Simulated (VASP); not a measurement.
Here is a VASP 6.6.1 calculation.

POSCAR

```
W
1.0
    0.0000000000      2.0300000000      2.0300000000
    2.0300000000      0.0000000000      2.0300000000
    2.0300000000      2.0300000000      0.0000000000
W
1
Direct
    0.0000000000      0.0000000000      0.0000000000
```

Contents of INCAR.step1:

```
PREC     = Accurate       # precision mode
ENCUT    = 520            # plane-wave cutoff, eV
ISMEAR   = -1             # smearing method
SIGMA    = 0.05           # smearing width, eV
LREAL    = F              # projectors in reciprocal space
LASPH    = T              # aspherical terms in the spheres
NELM     = 100            # most SCF steps
NBANDS   = 13             # bands
GGA      = PE             # functional
ALGO     = Normal         # electronic algorithm
EDIFF    = 1E-4           # SCF threshold, eV
LWAVE    = T              # write WAVECAR
LCHARG   = F              # write CHGCAR
```

File INCAR.step2:

```
PREC     = Accurate       # precision mode
ENCUT    = 520            # plane-wave cutoff, eV
EDIFF    = 1E-7           # SCF threshold, eV
ISMEAR   = -1             # smearing method
SIGMA    = 0.05           # smearing width, eV
LREAL    = F              # projectors in reciprocal space
LASPH    = T              # aspherical terms in the spheres
NELM     = 100            # most SCF steps
ALGO     = Normal         # electronic algorithm
ISIF     = 2              # what is computed and relaxed
LWAVE    = F              # write WAVECAR
LCHARG   = F              # write CHGCAR
METAGGA  = R2SCAN         # meta-GGA
LMIXTAU  = T            
NBANDS   = 13             # bands
ISTART   = 1
```

KPOINTS

```
Automatic mesh
0
Gamma
  11 11 11
```

Potentials or basis: VASP PAW PBE potentials, release 64 (W_sv).

Command:

```bash
$ cat potpaw_PBE.64/W_sv/POTCAR > POTCAR
$ cp INCAR.step1 INCAR
$ mpirun -np 1 vasp_std > vasp.out
$ cp INCAR.step2 INCAR
$ mpirun -np 1 vasp_std > vasp.out
```

Q: Predict the pressure.

A: -8.4 GPa.

Q: Predict the band gap on the k mesh.

A: Zero (band 7 reaches 12.60 eV, above the bottom of band 8 at 9.52 eV).

Caveat: the PAW data sets were made with another functional, which shifts forces and pressure a little; spin-orbit coupling is left out, which moves the levels of the heavy elements.
